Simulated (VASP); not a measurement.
Set up this calculation in VASP 6.6.1, as the native input.

* Task: electric field gradients
* Functional: LDA
* Potentials or basis: VASP PAW LDA potentials, release 64 (Nb_sv)
* Cutoff: 520 eV
* k mesh: 13 × 13 × 13
* Occupations: fermi-dirac, width 0.03 eV
* Spin: no spin polarisation
* Dipole correction: no
* Further INCAR settings: ALGO = Normal; EDIFF = 1e-08; NBANDS = 12

The structure of Nb lies in POSCAR:

```
Nb
1.0
    0.0000000000      2.1290070307      2.1290070307
    2.1290070307      0.0000000000      2.1290070307
    2.1290070307      2.1290070307      0.0000000000
Nb
1
Direct
    0.0000000000      0.0000000000      0.0000000000
```

This cell differs from its parent crystal: volume scaled by 1.02.

One way to write it, as run:

INCAR

```
PREC     = Accurate       # precision mode
ENCUT    = 520            # plane-wave cutoff, eV
EDIFF    = 1E-8           # SCF threshold, eV
ISMEAR   = -1             # smearing method
SIGMA    = 0.03           # smearing width, eV
LREAL    = F              # projectors in reciprocal space
LASPH    = T              # aspherical terms in the spheres
NELM     = 80             # most SCF steps
ALGO     = Normal         # electronic algorithm
ISIF     = 2              # what is computed and relaxed
LWAVE    = F              # write WAVECAR
LCHARG   = F              # write CHGCAR
LEFG     = T            
NBANDS   = 12             # bands
```

KPOINTS

```
regular mesh
0
Gamma
  13 13 13
```

Potentials or basis: VASP PAW LDA potentials, release 64 (Nb_sv).

Launch:

```sh
$ cat potpaw_LDA.64/Nb_sv/POTCAR > POTCAR
$ mpirun -np 1 vasp_std > vasp.out
```

Results of the run:

```yaml
Pressure: -13.2 GPa
```

Caveat: without QUAD_EFG the Cq values of the log hold for a quadrupole moment of 1 mb, not for the nuclei.

Wall time 34 s on 1 thread of Intel Xeon 8259CL, with other jobs on the host, peak memory 0.13 GiB.
